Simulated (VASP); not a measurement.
# Sr (Pm-3n) in VASP: single point with r2SCAN

Aim: the single point of Sr with r2SCAN.

All numbers are computed with VASP 6.6.1; they aren't measurements. Logs are shortened: lines on timing, memory, paths and dates and some standing lists are left out, and cuts for length are marked.

**1. The cell of the first run**

It takes space group Pm-3n (No. 223, cubic). The conventional cell has a = 7.738 Å, b = 7.738 Å, c = 7.738 Å, α = 90.00°, β = 90.00°, γ = 90.00°. Sr (site symmetry m-3) has 12 Sr at 4.33 Å within 5.7 Å. Sr (site symmetry -4m2) has 14 Sr at 3.87 to 4.74 Å within 5.1 Å.

**2. Single point, r2SCAN**

Contents of POSCAR:

```
Sr
1.0
    7.7375067447      0.0000000000      0.0000000000
    0.0000000000      7.7375067447      0.0000000000
    0.0000000000      0.0000000000      7.7375067447
Sr
8
Direct
    0.5000000000      0.5000000000      0.5000000000
    0.0000000000      0.0000000000      0.0000000000
    0.2500000000      0.0000000000      0.5000000000
    0.5000000000      0.2500000000      0.0000000000
    0.5000000000      0.7500000000      0.0000000000
    0.7500000000      0.0000000000      0.5000000000
    0.0000000000      0.5000000000      0.7500000000
    0.0000000000      0.5000000000      0.2500000000
```

Contents of INCAR.step1:

```
SYSTEM = Sr
PREC     = Accurate       ! precision mode
ENCUT    = 520            ! plane-wave cutoff, eV
ISMEAR   = 0              ! smearing method
SIGMA    = 0.1            ! smearing width, eV
LREAL    = .FALSE.        ! projectors in reciprocal space
LASPH    = .TRUE.         ! aspherical terms in the spheres
NELM     = 100            ! most SCF steps
NBANDS   = 50             ! bands
GGA      = PE             ! functional
ALGO     = Normal         ! electronic algorithm
EDIFF    = 1E-4           ! SCF threshold, eV
LWAVE    = .TRUE.         ! write WAVECAR
LCHARG   = .FALSE.        ! write CHGCAR
```

Contents of INCAR.step2:

```
SYSTEM = Sr
PREC     = Accurate       ! precision mode
ENCUT    = 520            ! plane-wave cutoff, eV
EDIFF    = 1E-7           ! SCF threshold, eV
ISMEAR   = 0              ! smearing method
SIGMA    = 0.1            ! smearing width, eV
LREAL    = .FALSE.        ! projectors in reciprocal space
LASPH    = .TRUE.         ! aspherical terms in the spheres
NELM     = 100            ! most SCF steps
ALGO     = Normal         ! electronic algorithm
ISIF     = 2              ! what is computed and relaxed
LWAVE    = .FALSE.        ! write WAVECAR
LCHARG   = .TRUE.         ! write CHGCAR
METAGGA  = R2SCAN         ! meta-GGA
LMIXTAU  = .TRUE.       
LELF     = .TRUE.         ! ELF
LVHAR    = .TRUE.       
NBANDS   = 50             ! bands
ISTART   = 1
```

Contents of KPOINTS:

```
Automatic mesh
0
G
  4 4 4
  0 0 0
```

Potentials or basis: VASP PAW PBE potentials, release 64 (Sr_sv).

The run is started by

```console
> cat potpaw_PBE.64/Sr_sv/POTCAR > POTCAR
> cp INCAR.step1 INCAR
> mpirun -np 1 vasp_std > vasp.out
> cp INCAR.step2 INCAR
> mpirun -np 1 vasp_std > vasp.out
```

OUTCAR:

```text
SYSTEM = Sr
   PREC = Accurate
   ENCUT = 520
   EDIFF = 1E-7
   ISMEAR = 0
   LREAL = .FALSE.
   LASPH = .TRUE.
   NELM = 100
   ISIF = 2
   METAGGA = R2SCAN
   ISTART = 1

 ion  position               nearest neighbor table
   1  0.500  0.500  0.500-   3 4.33   4 4.33   5 4.33   6 4.33   7 4.33   8 4.33   4 4.33   5 4.33
                             3 4.33   6 4.33   7 4.33   8 4.33
   2  0.000  0.000  0.000-   3 4.33   4 4.33   5 4.33   6 4.33   7 4.33   8 4.33   3 4.33   6 4.33
                             7 4.33   8 4.33   4 4.33   5 4.33
   3  0.250  0.000  0.500-   6 3.87   6 3.87   1 4.33   2 4.33   1 4.33   2 4.33   8 4.74   7 4.74
                             8 4.74   7 4.74   4 4.74   5 4.74   4 4.74   5 4.74
   4  0.500  0.250  0.000-   5 3.87   5 3.87   1 4.33   1 4.33   2 4.33   2 4.33   8 4.74   7 4.74
                             7 4.74   8 4.74   6 4.74   3 4.74   3 4.74   6 4.74
   5  0.500  0.750  0.000-   4 3.87   4 3.87   1 4.33   1 4.33   2 4.33   2 4.33   8 4.74   7 4.74
                             7 4.74   8 4.74   6 4.74   3 4.74   3 4.74   6 4.74
   6  0.750  0.000  0.500-   3 3.87   3 3.87   1 4.33   2 4.33   1 4.33   2 4.33   8 4.74   7 4.74
                             8 4.74   7 4.74   5 4.74   4 4.74   4 4.74   5 4.74
   7  0.000  0.500  0.750-   8 3.87   8 3.87   1 4.33   2 4.33   2 4.33   1 4.33   3 4.74   4 4.74
                             5 4.74   3 4.74   6 4.74   6 4.74   4 4.74   5 4.74
   8  0.000  0.500  0.250-   7 3.87   7 3.87   1 4.33   2 4.33   2 4.33   1 4.33   3 4.74   4 4.74
                             5 4.74   3 4.74   6 4.74   6 4.74   4 4.74   5 4.74

  LATTYP: Found a simple cubic cell.
 ALAT       =     7.7375067447

  Lattice vectors:

 A1 = (   7.7375067447,   0.0000000000,   0.0000000000)
 A2 = (   0.0000000000,   7.7375067447,   0.0000000000)
 A3 = (   0.0000000000,   0.0000000000,   7.7375067447)

Analysis of symmetry for initial positions (statically):
=====================================================================
 Subroutine PRICEL returns:
 Original cell was already a primitive cell.

 Routine SETGRP: Setting up the symmetry group for a
 simple cubic supercell.

 Subroutine GETGRP returns: Found 48 space group operations
 (whereof 24 operations were pure point group operations)
 out of a pool of 48 trial point group operations.

The static configuration has the point symmetry T_h .
 The point group associated with its full space group is O_h .

Analysis of symmetry for dynamics (positions and initial velocities):
=====================================================================
 Subroutine PRICEL returns:
 Original cell was already a primitive cell.

 Routine SETGRP: Setting up the symmetry group for a
 simple cubic supercell.

 Subroutine GETGRP returns: Found 48 space group operations
 (whereof 24 operations were pure point group operations)
 out of a pool of 48 trial point group operations.

The dynamic configuration has the point symmetry T_h .
 The point group associated with its full space group is O_h .

 Subroutine INISYM returns: Found 48 space group operations
 (whereof 24 operations are pure point group operations),
 and found     1 'primitive' translations

----------------------------------------------------------------------------------------

                                     Primitive cell

  volume of cell :     463.2369

  direct lattice vectors                    reciprocal lattice vectors
     7.737506745  0.000000000  0.000000000     0.129240598  0.000000000  0.000000000
     0.000000000  7.737506745  0.000000000     0.000000000  0.129240598  0.000000000
     0.000000000  0.000000000  7.737506745     0.000000000  0.000000000  0.129240598

  length of vectors
     7.737506745  7.737506745  7.737506745     0.129240598  0.129240598  0.129240598

  position of ions in fractional coordinates (direct lattice)
     0.500000000  0.500000000  0.500000000
     0.000000000  0.000000000  0.000000000
     0.250000000  0.000000000  0.500000000
     0.500000000  0.250000000  0.000000000
     0.500000000  0.750000000  0.000000000
     0.750000000  0.000000000  0.500000000
     0.000000000  0.500000000  0.750000000
     0.000000000  0.500000000  0.250000000

  ion indices of the primitive-cell ions
   primitive index   ion index
                 1           1
                 2           2
                 3           3
                 4           4
                 5           5
                 6           6
                 7           7
                 8           8

----------------------------------------------------------------------------------------

 KPOINTS: Automatic mesh

Automatic generation of k-mesh.
 Grid dimensions read from file:
 generate k-points for:    4    4    4

 Generating k-lattice:

  Cartesian coordinates                     Fractional coordinates (reciprocal lattice)
     0.032310150  0.000000000  0.000000000     0.250000000  0.000000000  0.000000000
     0.000000000  0.032310150  0.000000000     0.000000000  0.250000000  0.000000000
     0.000000000  0.000000000  0.032310150     0.000000000  0.000000000  0.250000000

  Length of vectors
     0.032310150  0.032310150  0.032310150

  Shift w.r.t. Gamma in fractional coordinates (k-lattice)
     0.000000000  0.000000000  0.000000000

 Subroutine IBZKPT returns following result:
 ===========================================

 Found     10 irreducible k-points:

 Following reciprocal coordinates:
            Coordinates               Weight
  0.000000  0.000000  0.000000      1.000000
  0.250000  0.000000  0.000000      6.000000
  0.500000  0.000000  0.000000      3.000000
  0.250000  0.250000  0.000000     12.000000
  0.500000  0.250000  0.000000     12.000000
  0.500000  0.500000  0.000000      3.000000
  0.250000  0.250000  0.250000      8.000000
  0.500000  0.250000  0.250000     12.000000
  0.500000  0.500000  0.250000      6.000000
  0.500000  0.500000  0.500000      1.000000
   k-points           NKPTS =     10   k-points in BZ     NKDIM =     10   number of bands    NBANDS=     50
   number of dos      NEDOS =    301   number of ions     NIONS =      8
   total plane-waves  NPLWV = 216000
   dimension x,y,z NGX =    60 NGY =   60 NGZ =   60
   dimension x,y,z NGXF=   120 NGYF=  120 NGZF=  120
   ions per type =               8
   NGX,Y,Z   is equivalent  to a cutoff of  12.89, 12.89, 12.89 a.u.
   NGXF,Y,Z  is equivalent  to a cutoff of  25.78, 25.78, 25.78 a.u.
 SYSTEM =  Sr
   PREC   = accura    normal or accurate (medium, high low for compatibility)
   ISTART =      1    job   : 0-new  1-cont  2-samecut
   ICHARG =      0    charge: 1-file 2-atom 10-const
   ISPIN  =      1    spin polarized calculation?
   LNONCOLLINEAR =      F non collinear calculations
   LSORBIT =      F    spin-orbit coupling
   LASPH  =      T    aspherical Exc in radial PAW
   ENCUT  =  520.0 eV  38.22 Ry    6.18 a.u.  14.39 14.39 14.39*2*pi/ulx,y,z
   NELM   =    100;   NELMIN=  2; NELMDL=  0     # of ELM steps
   EDIFF  = 0.1E-06   stopping-criterion for ELM
   LREAL  =      F    real-space projection
   EDIFFG = 0.1E-05   stopping-criterion for IOM
   NSW    =      0    number of steps for IOM
   IBRION =     -1    ionic relax: 0-MD 1-quasi-New 2-CG
   NFREE  =      0    steps in history (QN), initial steepest desc. (CG)
   ISIF   =      2    stress and relaxation
   ISYM   =      2    0-nonsym 1-usesym 2-fastsym
   POTIM  = 0.5000    time-step for ionic-motion
   TEBEG  =    0.0;   TEEND  =   0.0 temperature during run
   PSTRESS=    0.0 pullay stress
   NELECT =      80.0000    total number of electrons
   NUPDOWN=      -1.0000    fix difference up-down
   EMIN   =  10.00;   EMAX   =-10.00  energy-range for DOS
   EFERMI =   0.00;   METHOD = LEGACY
   ISMEAR =     0;   SIGMA  =   0.10  broadening in eV -4-tet -1-fermi 0-gaus
   EFERMI_NEDOS =   21; number of points for ismear=-14 and -15
   IALGO  =     38    algorithm
   IMIX   =      4    mixing-type and parameters
     AMIX     =   0.40;   BMIX     =  1.00
     AMIX_MAG =   1.60;   BMIX_MAG =  1.00
  volume/ion in A,a.u.               =      57.90       390.76
  Fermi-wavevector in a.u.,A,eV,Ry     =   0.911669  1.722804 11.308348  0.831140
  Thomas-Fermi vector in A             =   2.035975
   LORBIT       =      0    0 simple, 1 ext, 2 COOP (PROOUT), +10 PAW based schemes
   METAGGA = R2SCAN    functional components
   LHFCALC =     F    Hartree Fock is set to
   AEXX    =    0.0000 exact exchange contribution
   IVDW    =     0    specifies the selected vdW correction
   LEPSILON=     F    determine dielectric tensor
   LRPA    =     F    only Hartree local field effects (RPA)
 non-spin polarized calculation
 Gauss-broadening in eV      SIGMA  =   0.10
  energy-cutoff  :      520.00
  volume of cell :      463.24
 maximum number of plane-waves:     12568
 NGX is ok and might be reduce to    60
   NGX = 29   NGY = 29   NGZ = 29

 number of electron      80.0000002 magnetization

 Free energy of the ion-electron system (eV)
  ---------------------------------------------------
  ext. energy  EPLUGINS =         0.00000000
  ---------------------------------------------------
  free energy    TOTEN  =      -120.56225491 eV

  energy without entropy =     -120.53339908  energy(sigma->0) =     -120.54782700

 E-fermi :   1.4398     XC(G=0):  -7.6252

 val. band max:        1.3977604675   @ k =   0.2500   0.0000   0.0000
 cond. band min:       1.5015156829   @ k =   0.2500   0.0000   0.0000
 fundamental gap:      0.1037552154
 Fermi energy:         1.4398484276

 k-point     1 :       0.0000    0.0000    0.0000
  band No.  band energies     occupation
      1     -36.7185      2.00000
      2     -36.7107      2.00000
      3     -36.7084      2.00000
      4     -36.7084      2.00000
      5     -36.7040      2.00000
      6     -36.6920      2.00000
[... 42 lines left out ...]
     49       2.2380      0.00000
     50       2.2380      0.00000
[... 475 lines left out ...]
     49       2.6424      0.00000
     50       2.6424      0.00000

------------------------ aborting loop because EDIFF is reached ----------------------------------------

  FORCE on cell =-STRESS in cart. coord.  units (eV):
  Direction    XX          YY          ZZ          XY          YZ          ZX
  --------------------------------------------------------------------------------------
  -------------------------------------------------------------------------------------
  Total       -0.6582075     -0.6582075     -0.6582075      0.0000000     -0.0000000     -0.0000000
  in kB       -2.2765137     -2.2765137     -2.2765137      0.0000000     -0.0000000     -0.0000000
  external PRESSURE =      -2.2765137 kB  Pullay stress =       0.0000000 kB

 VOLUME and BASIS-vectors are now :
 -----------------------------------------------------------------------------
  energy-cutoff  :      520.00
  volume of cell :      463.24
      direct lattice vectors                 reciprocal lattice vectors
     7.737506745  0.000000000  0.000000000     0.129240598  0.000000000  0.000000000
     0.000000000  7.737506745  0.000000000     0.000000000  0.129240598  0.000000000
     0.000000000  0.000000000  7.737506745     0.000000000  0.000000000  0.129240598

 POSITION                                       TOTAL-FORCE (eV/Angst)
 -----------------------------------------------------------------------------------
      3.86875      3.86875      3.86875        -0.000000     -0.000000      0.000000
      0.00000      0.00000      0.00000        -0.000000     -0.000000      0.000000
      1.93438      0.00000      3.86875         0.000000     -0.000000     -0.000000
      3.86875      1.93438      0.00000         0.000000     -0.000000      0.000000
      3.86875      5.80313      0.00000        -0.000000     -0.000000     -0.000000
      5.80313      0.00000      3.86875        -0.000000      0.000000      0.000000
      0.00000      3.86875      5.80313        -0.000000     -0.000000     -0.000000
      0.00000      3.86875      1.93438         0.000000      0.000000      0.000000
 -----------------------------------------------------------------------------------
    total drift:                                0.000000      0.000000     -0.000000

  FREE ENERGIE OF THE ION-ELECTRON SYSTEM (eV)
  ---------------------------------------------------
  free  energy   TOTEN  =      -120.5622549090 eV

  energy  without entropy=     -120.5333990817  energy(sigma->0) =     -120.54782700
```

Wall time 7 min (1 thread of Intel Xeon 6975P-C (Granite Rapids), shared host); peak memory 0.61 GiB.

Results:

```
Free energy            : -120.5623 eV
Pressure               : -0.2 GPa
Band gap on the k mesh : zero (bands 40 and 41 overlap by 0.56 eV)
```

Caveat: the PAW data sets were made with another functional, which shifts forces and pressure a little.
